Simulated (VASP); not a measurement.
Set up this calculation in VASP 6.6.1, as the native input.

* Task: density of states
* Functional: PBE
* Potentials or basis: VASP PAW PBE potentials, release 64 (Ir)
* Cutoff: 520 eV
* k mesh: 16 × 16 × 15
* Occupations: fermi-dirac, width 0.05 eV
* Spin: no spin polarisation
* Dipole correction: no
* k mesh for the DOS: 24 × 24 × 23
* Occupations for the DOS: tetrahedron
* Further INCAR settings: ALGO = Normal; EDIFF = 1e-06; NBANDS = 10

The system is Ir.

```xyz
1
Lattice="2.4399 0.0000 0.0000 -1.2199 2.1130 0.0000 0.0000 0.0000 2.3415" Properties=species:S:1:pos:R:3 pbc="T T T"
Ir    0.0000    0.0000    0.0000
```

This cell differs from its parent crystal: volume scaled by 0.76.

The input as run:

POSCAR

```
Ir
1.0
    2.4398706773      0.0000000000      0.0000000000
   -1.2199353387      2.1129899885      0.0000000000
    0.0000000000      0.0000000000      2.3415022030
Ir
1
Direct
    0.0000000000      0.0000000000      0.0000000000
```

INCAR.step1

```
  PREC = Accurate
  ENCUT = 520
  EDIFF = 1E-6
  ISMEAR = -1
  SIGMA = 0.05
  LREAL = False
  LASPH = True
  NELM = 60
  ALGO = Normal
  ISIF = 2
  LWAVE = False
  LCHARG = True
  LMAXMIX = 4
  GGA = PE
  NBANDS = 10
```

KPOINTS.step1

```
Automatic mesh
0
Gamma
  16 16 15
```

INCAR.step2

```
  PREC = Accurate
  ENCUT = 520
  EDIFF = 1E-6
  ISMEAR = -5
  SIGMA = 0.05
  LREAL = False
  LASPH = True
  NELM = 60
  ALGO = Normal
  ISIF = 2
  LWAVE = False
  LCHARG = False
  LMAXMIX = 4
  GGA = PE
  LORBIT = 10
  NBANDS = 10
  NEDOS = 2001
  ICHARG = 11
```

KPOINTS.step2

```
Automatic mesh
0
Gamma
  24 24 23
```

Potentials or basis: VASP PAW PBE potentials, release 64 (Ir).

Launch:

```sh
$ cat potpaw_PBE.64/Ir/POTCAR > POTCAR
$ cp INCAR.step1 INCAR
$ cp KPOINTS.step1 KPOINTS
$ mpirun -np 1 vasp_std > vasp.out
$ cp INCAR.step2 INCAR
$ cp KPOINTS.step2 KPOINTS
$ mpirun -np 1 vasp_std > vasp.out
```

It took 52 s on 1 thread of Intel(R) Xeon(R) 6975P-C (Granite Rapids), on a shared host, peak memory 0.22 GiB.
